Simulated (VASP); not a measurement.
The system is C.

```
C
1.0
     2.56578    0.00000    0.00000
    -1.28289    2.22203    0.00000
     0.00000    0.00000    4.27309
C
4
Direct
  0.33333 0.66667 0.99993
  0.66667 0.33333 0.49993
  0.33333 0.66667 0.37507
  0.66667 0.33333 0.87507
```

This cell differs from its parent crystal: strain +2.5%.

Base run:

```yaml
Program: VASP 6.6.1
Functional: PBE
Potentials_or_basis: VASP PAW PBE potentials, release 64 (C)
Cutoff: 520 eV
k_mesh: 12 × 12 × 6
Occupations: fermi-dirac, width 0.02 eV
Spin: no spin polarisation
```

Its results: band gap on the k mesh 3.59 eV (least direct gap 4.90 eV); pressure -24.4 GPa; largest force 0.011 eV/Å.

The run is repeated on the same cell with these changes: functional from PBE to r2SCAN; occupations from fermi-dirac, width 0.02 eV to gaussian, width 0.01 eV. What comes out?

Band gap on the k mesh 3.84 eV (least direct gap 5.11 eV); pressure -28.3 GPa; largest force 0.008 eV/Å.

Caveats: the cell stands under tension; the PAW data sets were made with another functional, which shifts forces and pressure a little (at least some runs).

A k mesh can miss the band edges.
